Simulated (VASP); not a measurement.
# GaN: relaxation of the atoms with PBE

The system is GaN.

```
Ga N
1.0
     6.43724    0.00000    0.00000
    -3.21862    5.57482    0.00000
     0.00000    0.00000   10.48707
Ga N
16 16
Direct
  0.33333 0.16667 0.24957
  0.16667 0.33333 0.49957
  0.33333 0.16667 0.74957
  0.16667 0.33333 0.99957
  0.33333 0.66667 0.24957
  0.16667 0.83333 0.49957
  0.33333 0.66667 0.74957
  0.16667 0.83333 0.99957
  0.83333 0.16667 0.24957
  0.66667 0.33333 0.49957
  0.83333 0.16667 0.74957
  0.66667 0.33333 0.99957
  0.83333 0.66667 0.24957
  0.66667 0.83333 0.49957
  0.83333 0.66667 0.74957
  0.66667 0.83333 0.99957
  0.33333 0.16667 0.43793
  0.16667 0.33333 0.18793
  0.33333 0.16667 0.93793
  0.16667 0.33333 0.68793
  0.33333 0.66667 0.43793
  0.16667 0.83333 0.18793
  0.33333 0.66667 0.93793
  0.16667 0.83333 0.68793
  0.83333 0.16667 0.43793
  0.66667 0.33333 0.18793
  0.83333 0.16667 0.93793
  0.66667 0.33333 0.68793
  0.83333 0.66667 0.43793
  0.66667 0.83333 0.18793
  0.83333 0.66667 0.93793
  0.66667 0.83333 0.68793
```

```json
{
 "Program": "VASP 6.6.1",
 "Task": "relaxation of the atoms",
 "Functional": "PBE",
 "Potentials or basis": "VASP PAW PBE potentials, release 64 (Ga_d, N)",
 "Cutoff": "520 eV",
 "k mesh": "1 × 1 × 1, shifted",
 "Occupations": "fermi-dirac, width 0.01 eV",
 "Spin": "no spin polarisation",
 "Dipole correction": "no",
 "Further INCAR settings": "LREAL = Auto; ALGO = Normal; EDIFF = 1e-07; ISYM = -1; IBRION = 2; EDIFFG = -0.01; NSW = 100"
}
```

```yaml
Energy_gained_by_relaxing: 0.3 meV/atom
Ionic_steps: 9
Pressure_after_relaxing: -0.8 GPa
Band_gap_on_the_k_mesh: 4.50 eV
```

Stress tensor (GPa, compression positive):
```
-0.37 -2.22  0.02
-2.22 -2.93  0.03
 0.02  0.03  0.90
```

Step by step:
| step | energy change (eV) | largest force (eV/Å) | pressure (GPa) |
| --- | --- | --- | --- |
| 1 | 0.0000 | 0.0870 | -0.81 |
| 2 | -0.0048 | 0.0286 | -0.79 |
| 3 | -0.0048 | 0.0337 | -0.79 |
| 4 | -0.0060 | 0.0264 | -0.79 |
| 5 | -0.0080 | 0.0137 | -0.79 |
| 6 | -0.0062 | 0.0398 | -0.80 |
| 7 | -0.0082 | 0.0116 | -0.79 |
| 8 | -0.0082 | 0.0130 | -0.80 |
| 9 | -0.0083 | 0.0011 | -0.80 |

Final structure:
```
Ga N
1.0
     6.43724    0.00000    0.00000
    -3.21862    5.57482    0.00000
     0.00000    0.00000   10.48707
Ga N
16 16
Direct
  0.33431 0.16562 0.24930
  0.16562 0.33431 0.49930
  0.33431 0.16562 0.74930
  0.16562 0.33431 0.99930
  0.33431 0.66562 0.24930
  0.16562 0.83431 0.49930
  0.33431 0.66562 0.74930
  0.16562 0.83431 0.99930
  0.83431 0.16562 0.24930
  0.66562 0.33431 0.49930
  0.83431 0.16562 0.74930
  0.66562 0.33431 0.99930
  0.83431 0.66562 0.24930
  0.66562 0.83431 0.49930
  0.83431 0.66562 0.74930
  0.66562 0.83431 0.99930
  0.33263 0.16744 0.43820
  0.16744 0.33263 0.18820
  0.33263 0.16744 0.93820
  0.16744 0.33263 0.68820
  0.33263 0.66744 0.43820
  0.16744 0.83263 0.18820
  0.33263 0.66744 0.93820
  0.16744 0.83263 0.68820
  0.83263 0.16744 0.43820
  0.66744 0.33263 0.18820
  0.83263 0.16744 0.93820
  0.66744 0.33263 0.68820
  0.83263 0.66744 0.43820
  0.66744 0.83263 0.18820
  0.83263 0.66744 0.93820
  0.66744 0.83263 0.68820
```

Levels at points of the mesh, in eV from the valence-band top:
| k point | band 141 | band 142 | band 143 | band 144 | band 145 | band 146 | band 147 | band 148 |
| --- | --- | --- | --- | --- | --- | --- | --- | --- |
| (0.25, 0.25, 0.25) | -0.51 | -0.51 | -0.10 | 0.00 | 4.50 | 5.29 | 5.48 | 5.48 |

Run time: 32 min on 1 thread of Intel(R) Xeon(R) Platinum 8375C CPU @ 2.90GHz (Ice Lake), with other jobs on the host, peak memory 0.51 GiB.

Caveat: a shifted mesh leaves out Γ, where band edges can lie. A k mesh can miss the band edges.
